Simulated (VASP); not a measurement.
Set up this calculation in VASP 6.6.1, as the native input.

- Task: single point
- Functional: PBEsol
- Potentials or basis: VASP PAW PBE potentials, release 64 (Au)
- Cutoff: 520 eV
- k mesh: 20 × 20 × 20
- Occupations: gaussian, width 0.15 eV
- Spin: no spin polarisation
- Dipole correction: no
- Further INCAR settings: ALGO = Fast; EDIFF = 1e-06; NBANDS = 12

The structure of Au lies in POSCAR:

```
Au
1.0
   -1.6158372750      1.6158372750      1.5744055500
    1.6158372750     -1.6158372750      1.5744055500
    1.6158372750      1.6158372750     -1.5744055500
Au
1
Direct
    0.0000000000      0.0000000000      0.0000000000
```

This cell differs from its parent crystal: strain -0.025 along x and y, -0.050 along z.

One way to write it, as run:

INCAR

```
SYSTEM = Au
ALGO = Fast
EDIFF = 1E-6
ENCUT = 520
GGA = PS
ISIF = 2
ISMEAR = 0
LASPH = .True.
LCHARG = .False.
LREAL = .False.
LWAVE = .False.
NBANDS = 12
NELM = 60
PREC = Accurate
SIGMA = 0.15
```

KPOINTS

```
k-points
0
Gamma
  20 20 20
  0 0 0
```

Potentials or basis: VASP PAW PBE potentials, release 64 (Au).

The run is started by

```sh
$ cat potpaw_PBE.64/Au/POTCAR > POTCAR
$ mpirun -np 1 vasp_std > vasp.out
```

It gave:

* Pressure: 6.7 GPa

Caveat: the cell differs from its parent crystal (strain -0.025 along x and y, -0.050 along z); the PAW data sets were made with another functional, which shifts forces and pressure a little.

Wall time 35 s on 1 thread of Intel(R) Xeon(R) 6975P-C (Granite Rapids) (shared host), peak memory 0.24 GiB.
